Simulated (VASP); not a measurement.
InGa2As3:

```
Ga In As
1.0
     4.16967    0.00000    0.00000
    -2.08483    3.61104    0.00000
     0.00000    0.00000   10.23827
Ga In As
2 1 3
Direct
  0.00000 0.00000 0.99353
  0.66667 0.33333 0.67314
  0.33333 0.66667 0.33511
  0.66667 0.33333 0.91652
  0.33333 0.66667 0.59585
  0.00000 0.00000 0.23585
```

| Item | Value |
| --- | --- |
| Program | VASP 6.6.1 |
| Task | relaxation of cell and atoms |
| Functional | r2SCAN |
| Potentials or basis | VASP PAW PBE potentials, release 64 (Ga_d, In_d, As) |
| Cutoff | 600 eV |
| k mesh | 6 × 6 × 2 |
| Occupations | fermi-dirac, width 0.02 eV |
| Spin | no spin polarisation |

At the start: pressure -2.4 GPa; volume 25.69 Å³/atom.

Problem. How do energy, volume and symmetry change on relaxing?

Solution. Over 12 steps the energy falls by 8.6 meV/atom and the volume is 24.64 Å³/atom (-4.1 %); space group P3m1 (No. 156, to 0.1 Å) before and after.

The path:
| step | energy change (eV) | largest force (eV/Å) | pressure (GPa) | volume (Å³) |
| --- | --- | --- | --- | --- |
| 1 | 0.0000 | 0.0784 | -2.44 | 154.16 |
| 2 | -0.0443 | 0.0627 | 1.50 | 145.58 |
| 3 | -0.0517 | 0.0359 | 0.00 | 147.91 |
| 4 | -0.0517 | 0.0369 | 0.04 | 147.79 |
| 5 | -0.0518 | 0.0174 | -0.03 | 147.92 |
| 6 | -0.0518 | 0.0151 | -0.03 | 147.94 |
| 7 | -0.0518 | 0.0090 | 0.00 | 147.87 |
| 8 | -0.0518 | 0.0106 | -0.01 | 147.87 |
| 9 | -0.0518 | 0.0099 | -0.01 | 147.86 |
| 10 | -0.0518 | 0.0081 | 0.02 | 147.85 |
| 11 | -0.0518 | 0.0143 | 0.01 | 147.86 |
| 12 | -0.0519 | 0.0046 | 0.00 | 147.87 |

Final structure:
```
Ga In As
1.0
     4.11272    0.00000    0.00000
    -2.05636    3.56172    0.00000
     0.00000    0.00000   10.09458
Ga In As
2 1 3
Cartesian
  0.0000 0.0000 10.0301
  2.0564 1.1872 6.7977
  0.0000 2.3745 3.3792
  2.0564 1.1872 9.2535
  0.0000 2.3745 6.0165
  0.0000 0.0000 2.3776
```

Caveat: the PAW data sets were made with another functional, which shifts forces and pressure a little.
